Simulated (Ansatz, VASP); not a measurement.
## One calculation of LiCl, two programs

INCAR

```
SYSTEM = LiCl
ALGO     = Normal         ! electronic algorithm
EDIFF    = 1E-6           ! SCF threshold, eV
ENCUT    = 520            ! plane-wave cutoff, eV
GGA      = PE             ! functional
ISIF     = 2              ! what is computed and relaxed
ISMEAR   = 0              ! smearing method
LASPH    = .True.         ! aspherical terms in the spheres
LCHARG   = .False.        ! write CHGCAR
LREAL    = .False.        ! projectors in reciprocal space
LWAVE    = .False.        ! write WAVECAR
NBANDS   = 12             ! bands
NELM     = 60             ! most SCF steps
PREC     = Accurate       ! precision mode
SIGMA    = 0.05           ! smearing width, eV
```

The input KPOINTS:

```
k-points
0
Gamma
  8 8 8
  0 0 0
```

The input POSCAR:

```
LiCl
1.0
    0.0000000000      2.6673504000      2.3595792000
    2.6673504000      0.0000000000      2.3595792000
    2.6673504000      2.6673504000      0.0000000000
Li Cl
1 1
Direct
    0.0000000000      0.0000000000      0.0000000000
    0.5000000000      0.5000000000      0.5000000000
```

Input for Ansatz:

```yaml
crystal:
  lattice:
    - [0.0, 2.6673504, 2.3595792]
    - [2.6673504, 0.0, 2.3595792]
    - [2.6673504, 2.6673504, 0.0]
  atoms:
    - { symbol: Li, position: [0.0, 0.0, 0.0] }
    - { symbol: Cl, position: [0.5, 0.5, 0.5] }
basis:
  ecutwfc: 420
kpoints:
  mp_grid: { grid: [8, 8, 8] }
hamiltonian:
  xc: pbe
scf:
  occupations: { method: gaussian, width: 0.05 }
output:
  forces: true
  stress: true
  eigenvalues: true
```

Change from the starting cell: strain +0.040 along x and y, -0.080 along z, atoms carried along.

Alike in both runs: task single point; functional PBE; k mesh 8 × 8 × 8; occupations gaussian, width 0.05 eV; no spin polarisation.

```csv
,VASP,Ansatz
version,VASP 6.6.1,Ansatz 0.2.0
potentials or method,"VASP PAW PBE potentials, release 64 (Li_sv, Cl), cutoff 520 eV","scalar-relativistic, plane waves, PAW"
valence electrons in the cell,10,10
```

|  | VASP | Ansatz | Ansatz less VASP |
| --- | --- | --- | --- |
| gap on the k mesh at the Fermi level (eV) | 6.25 | 6.24 | -0.012 |
| least direct gap on the mesh (eV) | 6.25 | 6.24 | -0.012 |

The functional is the same, so the differences come from potentials, cutoffs and numerics.

Noted on VASP's run: the cutoff is short for stress, so the pressure is rough.
